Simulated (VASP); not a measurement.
# Re (Im-3m) in VASP: a series of runs

Re is run at these levels: PBEsol; tasks: single point.

Everything below comes from runs of VASP 6.6.1. Logs are shortened: lines on timing, memory, paths and dates and some standing lists are left out, and cuts for length are marked.

**1. The cell of the first run**

It takes space group Im-3m (No. 229, cubic). Conventional cell: a = 2.713 Å, b = 2.713 Å, c = 2.713 Å, α = 90.00°, β = 90.00°, γ = 90.00°. Re (site symmetry m-3m) has 14 Re at 2.35 to 2.71 Å within 3.1 Å.

**2. Single point, PBEsol (volume scaled by 0.68)**

Contents of INCAR:

```
PREC = Accurate
ENCUT = 520
EDIFF = 1E-6
ISMEAR = -1
SIGMA = 0.1
LREAL = F
LASPH = T
NELM = 60
ALGO = Normal
ISIF = 2
LWAVE = F
LCHARG = T
GGA = PS
LELF = T
LVHAR = T
NBANDS = 10
```

Contents of KPOINTS:

```
regular mesh
0
Gamma
  17 17 17
```

Contents of POSCAR:

```
Re
1.0
   -1.3565391830      1.3565391830      1.3565391830
    1.3565391830     -1.3565391830      1.3565391830
    1.3565391830      1.3565391830     -1.3565391830
Re
1
Direct
    0.0000000000      0.0000000000      0.0000000000
```

Potentials or basis: VASP PAW PBE potentials, release 64 (Re).

Run with:

```
$ cat potpaw_PBE.64/Re/POTCAR > POTCAR
$ mpirun -np 1 vasp_std > vasp.out
```

OUTCAR:

```text
PREC = Accurate
   ENCUT = 520
   EDIFF = 1E-6
   ISMEAR = -1
   LREAL = F
   LASPH = T
   NELM = 60
   ISIF = 2
   GGA = PS

 ion  position               nearest neighbor table
   1  0.000  0.000  0.000-

  LATTYP: Found a body centered cubic cell.
 ALAT       =     2.7130783660

  Lattice vectors:

 A1 = (  -1.3565391830,   1.3565391830,   1.3565391830)
 A2 = (   1.3565391830,  -1.3565391830,   1.3565391830)
 A3 = (   1.3565391830,   1.3565391830,  -1.3565391830)

Analysis of symmetry for initial positions (statically):
=====================================================================
 Subroutine PRICEL returns:
 Original cell was already a primitive cell.

 Routine SETGRP: Setting up the symmetry group for a
 body centered cubic supercell.

 Subroutine GETGRP returns: Found 48 space group operations
 (whereof 48 operations were pure point group operations)
 out of a pool of 48 trial point group operations.

The static configuration has the point symmetry O_h .

Analysis of symmetry for dynamics (positions and initial velocities):
=====================================================================
 Subroutine PRICEL returns:
 Original cell was already a primitive cell.

 Routine SETGRP: Setting up the symmetry group for a
 body centered cubic supercell.

 Subroutine GETGRP returns: Found 48 space group operations
 (whereof 48 operations were pure point group operations)
 out of a pool of 48 trial point group operations.

The dynamic configuration has the point symmetry O_h .

 Subroutine INISYM returns: Found 48 space group operations
 (whereof 48 operations are pure point group operations),
 and found     1 'primitive' translations

----------------------------------------------------------------------------------------

                                     Primitive cell

  volume of cell :       9.9852

  direct lattice vectors                    reciprocal lattice vectors
    -1.356539183  1.356539183  1.356539183     0.000000000  0.368585004  0.368585004
     1.356539183 -1.356539183  1.356539183     0.368585004  0.000000000  0.368585004
     1.356539183  1.356539183 -1.356539183     0.368585004  0.368585004  0.000000000

  length of vectors
     2.349594787  2.349594787  2.349594787     0.521257911  0.521257911  0.521257911

  position of ions in fractional coordinates (direct lattice)
     0.000000000  0.000000000  0.000000000

  ion indices of the primitive-cell ions
   primitive index   ion index
                 1           1

----------------------------------------------------------------------------------------

 KPOINTS: regular mesh

Automatic generation of k-mesh.
 Grid dimensions read from file:
 generate k-points for:   17   17   17

 Generating k-lattice:

  Cartesian coordinates                     Fractional coordinates (reciprocal lattice)
     0.000000000  0.021681471  0.021681471     0.058823529  0.000000000  0.000000000
     0.021681471  0.000000000  0.021681471     0.000000000  0.058823529  0.000000000
     0.021681471  0.021681471  0.000000000     0.000000000  0.000000000  0.058823529

  Length of vectors
     0.030662230  0.030662230  0.030662230

  Shift w.r.t. Gamma in fractional coordinates (k-lattice)
     0.000000000  0.000000000  0.000000000

 Subroutine IBZKPT returns following result:
 ===========================================

 Found    165 irreducible k-points:

 Following reciprocal coordinates:
            Coordinates               Weight
  0.000000  0.000000  0.000000      1.000000
  0.058824  0.000000  0.000000     12.000000
  0.117647  0.000000  0.000000     12.000000
  0.176471  0.000000  0.000000     12.000000
  0.235294  0.000000  0.000000     12.000000
  0.294118  0.000000  0.000000     12.000000
[... 16 lines left out ...]
  0.411765  0.117647  0.000000     48.000000
  0.176471  0.176471  0.000000     24.000000
 [... further k-points ...]
   k-points           NKPTS =    165   k-points in BZ     NKDIM =    165   number of bands    NBANDS=     10
   number of dos      NEDOS =    301   number of ions     NIONS =      1
   total plane-waves  NPLWV =   5832
   dimension x,y,z NGX =    18 NGY =   18 NGZ =   18
   dimension x,y,z NGXF=    36 NGYF=   36 NGZF=   36
   ions per type =               1
   NGX,Y,Z   is equivalent  to a cutoff of  12.74, 12.74, 12.74 a.u.
   NGXF,Y,Z  is equivalent  to a cutoff of  25.47, 25.47, 25.47 a.u.
 SYSTEM =  unknown system
   PREC   = accura    normal or accurate (medium, high low for compatibility)
   ISTART =      0    job   : 0-new  1-cont  2-samecut
   ICHARG =      2    charge: 1-file 2-atom 10-const
   ISPIN  =      1    spin polarized calculation?
   LNONCOLLINEAR =      F non collinear calculations
   LSORBIT =      F    spin-orbit coupling
   LASPH  =      T    aspherical Exc in radial PAW
   ENCUT  =  520.0 eV  38.22 Ry    6.18 a.u.   4.37  4.37  4.37*2*pi/ulx,y,z
   NELM   =     60;   NELMIN=  2; NELMDL= -5     # of ELM steps
   EDIFF  = 0.1E-05   stopping-criterion for ELM
   LREAL  =      F    real-space projection
[... 7 lines left out ...]
   TEBEG  =    0.0;   TEEND  =   0.0 temperature during run
   PSTRESS=    0.0 pullay stress
   NELECT =       7.0000    total number of electrons
   NUPDOWN=      -1.0000    fix difference up-down
   EMIN   =  10.00;   EMAX   =-10.00  energy-range for DOS
   EFERMI =   0.00;   METHOD = LEGACY
   ISMEAR =    -1;   SIGMA  =   0.10  broadening in eV -4-tet -1-fermi 0-gaus
   EFERMI_NEDOS =   21; number of points for ismear=-14 and -15
   IALGO  =     38    algorithm
   IMIX   =      4    mixing-type and parameters
     AMIX     =   0.40;   BMIX     =  1.00
     AMIX_MAG =   1.60;   BMIX_MAG =  1.00
  volume/ion in A,a.u.               =       9.99        67.38
  Fermi-wavevector in a.u.,A,eV,Ry     =   1.454304  2.748236 28.776320  2.115000
  Thomas-Fermi vector in A             =   2.571470
   LORBIT       =      0    0 simple, 1 ext, 2 COOP (PROOUT), +10 PAW based schemes
   GGA     = PS    functional components
   LHFCALC =     F    Hartree Fock is set to
   AEXX    =    0.0000 exact exchange contribution
   IVDW    =     0    specifies the selected vdW correction
   LEPSILON=     F    determine dielectric tensor
   LRPA    =     F    only Hartree local field effects (RPA)
 non-spin polarized calculation
  energy-cutoff  :      520.00
  volume of cell :        9.99
 maximum number of plane-waves:       276
 NGX is ok and might be reduce to    18
   NGX =  9   NGY =  9   NGZ =  9

 number of electron       7.0000001 magnetization

 Free energy of the ion-electron system (eV)
  ---------------------------------------------------
  ext. energy  EPLUGINS =         0.00000000
  ---------------------------------------------------
  free energy    TOTEN  =        -9.42182310 eV

  energy without entropy =       -9.40539089  energy(sigma->0) =       -9.41360700

 E-fermi :  14.5993     XC(G=0): -16.0326

 val. band max:       14.5836094071   @ k =  -0.3529   0.4706   0.0588
 cond. band min:      14.6053646881   @ k =  -0.4118  -0.4706   0.1765
 fundamental gap:      0.0217552810
 Fermi energy:        14.5992803284

 k-point     1 :       0.0000    0.0000    0.0000
  band No.  band energies     occupation
      1       0.9581      2.00000
      2      10.1306      2.00000
      3      10.1306      2.00000
      4      10.1306      2.00000
      5      15.6003      0.00009
      6      15.6003      0.00009
      7      30.7168      0.00000
      8      30.7168      0.00000
      9      30.7168      0.00000
     10      48.2568      0.00000

 k-point     2 :       0.0588    0.0000    0.0000
  band No.  band energies     occupation
      1       1.2418      2.00000
      2       9.9512      2.00000
      3      10.1025      2.00000
      4      10.4155      2.00000
      5      15.2848      0.00211
      6      15.5986      0.00009
      7      30.9795      0.00000
      8      31.1672      0.00000
      9      31.5241      0.00000
     10      47.6277      0.00000

 k-point     3 :       0.1176    0.0000    0.0000
  band No.  band energies     occupation
      1       2.0248      2.00000
      2       9.4662      2.00000
      3       9.9759      2.00000
      4      11.2573      2.00000
      5      14.6880      0.58320
      6      15.6140      0.00008
      7      31.6723      0.00000
      8      32.4640      0.00000
      9      33.5950      0.00000
     10      44.7637      0.00000

 k-point     4 :       0.1765    0.0000    0.0000
  band No.  band energies     occupation
      1       3.0671      2.00000
      2       8.7986      2.00000
      3       9.7708      2.00000
      4      12.6173      2.00000
      5      14.3952      1.76999
      6      15.6938      0.00004
      7      32.4280      0.00000
      8      34.4802      0.00000
      9      36.0706      0.00000
     10      42.2742      0.00000

 k-point     5 :       0.2353    0.0000    0.0000
  band No.  band energies     occupation
      1       3.8785      2.00000
      2       8.0779      2.00000
      3       9.9195      2.00000
      4      14.4301      1.68883
      5      14.6125      0.93408
      6      15.8845      0.00001
      7      32.4432      0.00000
      8      37.0775      0.00000
      9      37.2774      0.00000
     10      41.3485      0.00000

 k-point     6 :       0.2941    0.0000    0.0000
  band No.  band energies     occupation
      1       4.0047      2.00000
      2       7.4064      2.00000
      3      10.9485      2.00000
      4      15.1896      0.00545
      5      16.2071      0.00000
      6      16.5971      0.00000
      7      31.2673      0.00000
      8      36.2227      0.00000
      9      40.1356      0.00000
     10      42.4897      0.00000

 k-point     7 :       0.3529    0.0000    0.0000
  band No.  band energies     occupation
      1       3.6585      2.00000
      2       6.8540      2.00000
      3      12.6178      2.00000
      4      15.8888      0.00001
      5      16.6376      0.00000
      6      18.9589      0.00000
      7      29.6159      0.00000
      8      34.5363      0.00000
      9      43.5426      0.00000
     10      44.3747      0.00000

 k-point     8 :       0.4118    0.0000    0.0000
  band No.  band energies     occupation
      1       3.2595      2.00000
      2       6.4648      2.00000
      3      14.3459      1.85300
      4      16.4257      0.00000
      5      17.0868      0.00000
      6      21.2144      0.00000
      7      28.1742      0.00000
      8      33.1843      0.00000
      9      40.9093      0.00000
     10      44.7756      0.00000

 k-point     9 :       0.4706    0.0000    0.0000
  band No.  band energies     occupation
      1       3.0219      2.00000
      2       6.2643      2.00000
      3      15.6624      0.00005
      4      16.4930      0.00000
      5      17.3922      0.00000
      6      22.7522      0.00000
      7      27.3353      0.00000
      8      32.4859      0.00000
      9      38.7703      0.00000
     10      42.9904      0.00000
[... 118 lines left out ...]
 k-point    19 :       0.1765    0.1176    0.0000
  band No.  band energies     occupation
      1       4.5831      2.00000
      2       8.1997      2.00000
      3       8.9129      2.00000
      4      13.8979      1.99820
      5      15.7585      0.00002
      6      16.6533      0.00000
      7      33.4141      0.00000
      8      35.0999      0.00000
      9      38.2088      0.00000
     10      42.3078      0.00000

 k-point    20 :       0.2353    0.1176    0.0000
  band No.  band energies     occupation
      1       4.7825      2.00000
      2       7.5724      2.00000
      3       9.7388      2.00000
      4      14.3589      1.83431
      5      17.0174      0.00000
      6      18.0931      0.00000
      7      31.9463      0.00000
      8      35.7244      0.00000
      9      38.9665      0.00000
     10      43.6785      0.00000

 k-point    21 :       0.2941    0.1176    0.0000
  band No.  band energies     occupation
      1       4.4447      2.00000
      2       7.0965      2.00000
      3      11.1741      2.00000
      4      15.0981      0.01355
      5      17.3597      0.00000
      6      20.5076      0.00000
      7      30.4633      0.00000
      8      34.5703      0.00000
      9      41.0407      0.00000
     10      41.2040      0.00000

 k-point    22 :       0.3529    0.1176   -0.0000
  band No.  band energies     occupation
      1       4.0428      2.00000
      2       6.7752      2.00000
      3      12.6115      2.00000
      4      15.6538      0.00005
      5      17.8649      0.00000
      6      22.7089      0.00000
      7      29.4317      0.00000
      8      32.7238      0.00000
      9      39.2160      0.00000
     10      43.4835      0.00000

 k-point    23 :       0.4118    0.1176    0.0000
  band No.  band energies     occupation
      1       3.8044      2.00000
      2       6.6125      2.00000
      3      13.6233      1.99988
      4      15.6118      0.00008
      5      18.5280      0.00000
      6      24.1591      0.00000
      7      28.8596      0.00000
      8      31.3702      0.00000
      9      38.2992      0.00000
     10      43.1254      0.00000

 k-point    24 :       0.1765    0.1765    0.0000
  band No.  band energies     occupation
      1       5.2218      2.00000
      2       7.8792      2.00000
      3       8.8450      2.00000
      4      13.9914      1.99543
      5      17.1283      0.00000
      6      18.1119      0.00000
      7      32.8754      0.00000
      8      35.0340      0.00000
      9      38.9937      0.00000
     10      42.8172      0.00000

 [... further k-points ...]
[... 5 lines left out ...]
  --------------------------------------------------------------------------------------
  -------------------------------------------------------------------------------------
  Total       21.6675083     21.6675083     21.6675083      0.0000000     -0.0000000      0.0000000
  in kB     3476.6625190   3476.6625190   3476.6625190      0.0000000     -0.0000000      0.0000000
  external PRESSURE =    3476.6625190 kB  Pullay stress =       0.0000000 kB

 VOLUME and BASIS-vectors are now :
 -----------------------------------------------------------------------------
  energy-cutoff  :      520.00
  volume of cell :        9.99
      direct lattice vectors                 reciprocal lattice vectors
    -1.356539183  1.356539183  1.356539183     0.000000000  0.368585004  0.368585004
     1.356539183 -1.356539183  1.356539183     0.368585004  0.000000000  0.368585004
     1.356539183  1.356539183 -1.356539183     0.368585004  0.368585004  0.000000000

 POSITION                                       TOTAL-FORCE (eV/Angst)
 -----------------------------------------------------------------------------------
      0.00000      0.00000      0.00000        -0.000000      0.000000      0.000000
 -----------------------------------------------------------------------------------
    total drift:                                0.000000      0.000000      0.000000

  FREE ENERGIE OF THE ION-ELECTRON SYSTEM (eV)
  ---------------------------------------------------
  free  energy   TOTEN  =        -9.4218230996 eV

  energy  without entropy=       -9.4053908946  energy(sigma->0) =       -9.41360700
```

It took 12 s on 1 thread of AMD EPYC 9R45 (Zen 5), shared host; peak memory 0.1 GiB.

Results:

```
Free energy : -9.4218 eV
Pressure    : 347.7 GPa
```

Levels at points of the mesh, in eV from the Fermi level:
| k point | band 1 | band 2 | band 3 | band 4 | band 5 | band 6 |
| --- | --- | --- | --- | --- | --- | --- |
| (0.00, 0.00, 0.00) | -13.64 | -4.47 | -4.47 | -4.47 | 1.00 | 1.00 |

Caveat: the PAW data sets were made with another functional, which shifts forces and pressure a little; spin-orbit coupling is left out, which moves the levels of the heavy elements.

(Continued in part 2 of 2.)
